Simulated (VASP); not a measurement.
Wanted: the native input for a VASP 6.6.1 run.

| Property | Result |
| --- | --- |
| Task | single point |
| Functional | r2SCAN |
| Potentials or basis | VASP PAW PBE potentials, release 64 (Ba_sv, S) |
| Cutoff | 520 eV |
| k mesh | 6 × 6 × 6 |
| Occupations | gaussian, width 0.01 eV |
| Spin | no spin polarisation |
| Dipole correction | no |
| Further INCAR settings | ALGO = Normal; EDIFF = 1e-06; NBANDS = 15 |

The system is BaS.

```
Ba S
1.0
     3.83376    0.00000    0.00000
     0.00000    3.83376    0.00000
     0.00000    0.00000    3.83376
Ba S
1 1
Cartesian
  0.0000 0.0000 0.0000
  1.9169 1.9169 1.9169
```

These files were run (other wordings do the same):

POSCAR

```
BaS
1.0
    3.8337582643      0.0000000000      0.0000000000
    0.0000000000      3.8337582643      0.0000000000
    0.0000000000      0.0000000000      3.8337582643
Ba S
1 1
Direct
    0.0000000000      0.0000000000      0.0000000000
    0.5000000000      0.5000000000      0.5000000000
```

INCAR.step1

```
ALGO = Normal
EDIFF = 1E-4
ENCUT = 520
GGA = PE
ISMEAR = 0
LASPH = T
LCHARG = F
LREAL = F
LWAVE = T
NBANDS = 15
NELM = 60
PREC = Accurate
SIGMA = 0.01
```

INCAR.step2

```
ALGO = Normal
EDIFF = 1E-6
ENCUT = 520
ISIF = 2
ISMEAR = 0
ISTART = 1
LASPH = T
LCHARG = F
LMIXTAU = T
LREAL = F
LWAVE = F
METAGGA = R2SCAN
NBANDS = 15
NELM = 60
PREC = Accurate
SIGMA = 0.01
```

KPOINTS

```
k-points
0
Gamma
  6 6 6
```

Potentials or basis: VASP PAW PBE potentials, release 64 (Ba_sv, S).

Command:

```sh
$ cat potpaw_PBE.64/Ba_sv/POTCAR potpaw_PBE.64/S/POTCAR > POTCAR
$ cp INCAR.step1 INCAR
$ mpirun -np 1 vasp_std > vasp.out
$ cp INCAR.step2 INCAR
$ mpirun -np 1 vasp_std > vasp.out
```

Results of the run:

```yaml
Pressure: 1.0 GPa
Band_gap_on_the_k_mesh: 1.81 eV (least direct gap 1.91 eV)
```

Caveat: the structure was generated, so it needn't be the stable form of BaS; the PAW data sets were made with another functional, which shifts forces and pressure a little; spin-orbit coupling is left out, which moves the levels of the heavy elements.

Run time: 32 s on 1 thread of Intel(R) Xeon(R) 6975P-C (Granite Rapids), on a shared host, peak memory 0.17 GiB.
